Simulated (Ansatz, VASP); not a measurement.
## Two plane-wave programs on ZnS

```
CELL_PARAMETERS angstrom
0.00000 2.69537 2.69537
2.69537 0.00000 2.69537
2.69537 2.69537 0.00000
ATOMIC_POSITIONS crystal
Zn 0.00000 0.00000 0.00000
S 0.75000 0.75000 0.75000
```

Alike in both runs: functional r2SCAN; k mesh 6 × 6 × 6; occupations gaussian, width 0.02 eV; no spin polarisation.

Ansatz relaxed the structure, and its values are those at the end. VASP's run is a single point on that final structure, the one shown.

```csv
,VASP,Ansatz
version,VASP 6.6.1,Ansatz 0.2.0
potentials or method,"VASP PAW PBE potentials, release 64 (Zn, S), cutoff 520 eV","scalar-relativistic, plane waves, PAW"
valence electrons in the cell,18,18
```

|  | VASP | Ansatz | Ansatz less VASP |
| --- | --- | --- | --- |
| gap on the k mesh at the Fermi level (eV) | 2.71 | 2.70 | -0.013 |
| least direct gap on the mesh (eV) | 2.71 | 2.70 | -0.013 |
| pressure (GPa) | 0.0 | 0.0 | +0.02 |

VASP's potentials were made for PBE, not for r2SCAN. The functional is the same, so the differences come from potentials, cutoffs and numerics.
